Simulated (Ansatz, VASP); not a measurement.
## C in VASP and in Ansatz

Contents of INCAR:

```
PREC     = Accurate       # precision mode
ENCUT    = 520            # plane-wave cutoff, eV
EDIFF    = 1E-6           # SCF threshold, eV
ISMEAR   = 0              # smearing method
SIGMA    = 0.05           # smearing width, eV
LREAL    = False          # projectors in reciprocal space
LASPH    = True           # aspherical terms in the spheres
NELM     = 80             # most SCF steps
ALGO     = Normal         # electronic algorithm
ISIF     = 2              # what is computed and relaxed
LWAVE    = False          # write WAVECAR
LCHARG   = True           # write CHGCAR
GGA      = PE             # functional
LELF     = True           # ELF
LVHAR    = True         
NBANDS   = 11             # bands
```

KPOINTS

```
regular mesh
0
Gamma
  22 22 22
```

File POSCAR:

```
C
1.0
    0.0000000000      1.7833700000      1.7833700000
    1.7833700000      0.0000000000      1.7833700000
    1.7833700000      1.7833700000      0.0000000000
C
2
Direct
    0.0000000000      0.0000000000      0.0000000000
    0.2500000000      0.2500000000      0.2500000000
```

Input for Ansatz:

```yaml
crystal:
  lattice:
    - [0.0, 1.78337, 1.78337]
    - [1.78337, 0.0, 1.78337]
    - [1.78337, 1.78337, 0.0]
  atoms:
    - { symbol: C, position: [0.0, 0.0, 0.0] }
    - { symbol: C, position: [0.25, 0.25, 0.25] }
basis:
  ecutwfc: 420
  ecutrho_ratio: 4
kpoints:
  mp_grid: { grid: [22, 22, 22] }
hamiltonian:
  xc: pbe
scf:
  occupations: { method: gaussian, width: 0.05 }
output:
  forces: true
  stress: true
  eigenvalues: true
```

Alike in both runs: task single point; functional PBE; k mesh 22 × 22 × 22; occupations gaussian, width 0.05 eV; no spin polarisation.

|  | VASP | Ansatz |
| --- | --- | --- |
| version | VASP 6.6.1 | Ansatz 0.2.0 |
| potentials or method | VASP PAW PBE potentials, release 64 (C), cutoff 520 eV | scalar-relativistic, plane waves, PAW |
| valence electrons in the cell | 8 | 8 |

```tsv
	VASP	Ansatz	Ansatz less VASP
gap on the k mesh at the Fermi level (eV)	4.13	4.14	+0.008
least direct gap on the mesh (eV)	5.59	5.59	+0.004
pressure (GPa)	2.5	1.8	-0.68
```
